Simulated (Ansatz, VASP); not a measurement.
# Li2S: VASP beside Ansatz

The input INCAR:

```
SYSTEM = Li2S
ALGO     = Normal         ! electronic algorithm
EDIFF    = 1E-6           ! SCF threshold, eV
ENCUT    = 750            ! plane-wave cutoff, eV
GGA      = PE             ! functional
GGA_COMPAT= .False.      
ISIF     = 2              ! what is computed and relaxed
ISMEAR   = 0              ! smearing method
LASPH    = .True.         ! aspherical terms in the spheres
LCHARG   = .False.        ! write CHGCAR
LREAL    = .False.        ! projectors in reciprocal space
LWAVE    = .False.        ! write WAVECAR
NBANDS   = 13             ! bands
NELM     = 120            ! most SCF steps
PREC     = Accurate       ! precision mode
SIGMA    = 0.01           ! smearing width, eV
```

KPOINTS

```
k-points
0
Gamma
  7 7 7
  0 0 0
```

POSCAR

```
Li2S
1.0
    0.0000000000      2.8445000000      2.8445000000
    2.8445000000      0.0000000000      2.8445000000
    2.8445000000      2.8445000000      0.0000000000
Li S
2 1
Direct
    0.2500000000      0.2500000000      0.2500000000
    0.7500000000      0.7500000000      0.7500000000
    0.0000000000      0.0000000000      0.0000000000
```

Input for Ansatz:

```yaml
crystal:
  lattice:
    - [0.0, 2.8445, 2.8445]
    - [2.8445, 0.0, 2.8445]
    - [2.8445, 2.8445, 0.0]
  atoms:
    - { symbol: Li, position: [0.25, 0.25, 0.25] }
    - { symbol: Li, position: [0.75, 0.75, 0.75] }
    - { symbol: S, position: [0.0, 0.0, 0.0] }
kpoints:
  mp_grid:
    grid: [7, 7, 7]
scf:
  occupations:
    method: fixed
output:
  forces: true
  stress: true
```

Alike in both runs: task single point; functional PBE; k mesh 7 × 7 × 7; no spin polarisation.

|  | VASP | Ansatz |
| --- | --- | --- |
| version | VASP 6.6.1 | Ansatz 0.2.0 |
| potentials or method | VASP PAW PBE potentials, release 64 (Li_sv, S) | plane waves, PAW |
| plane-wave cutoff (eV) | 750 | 420 |
| occupations | gaussian, width 0.01 eV | fixed |
| valence electrons in the cell | 12 | 12 |

|  | VASP | Ansatz | Ansatz less VASP |
| --- | --- | --- | --- |
| pressure (GPa) | 0.2 | 0.4 | +0.13 |
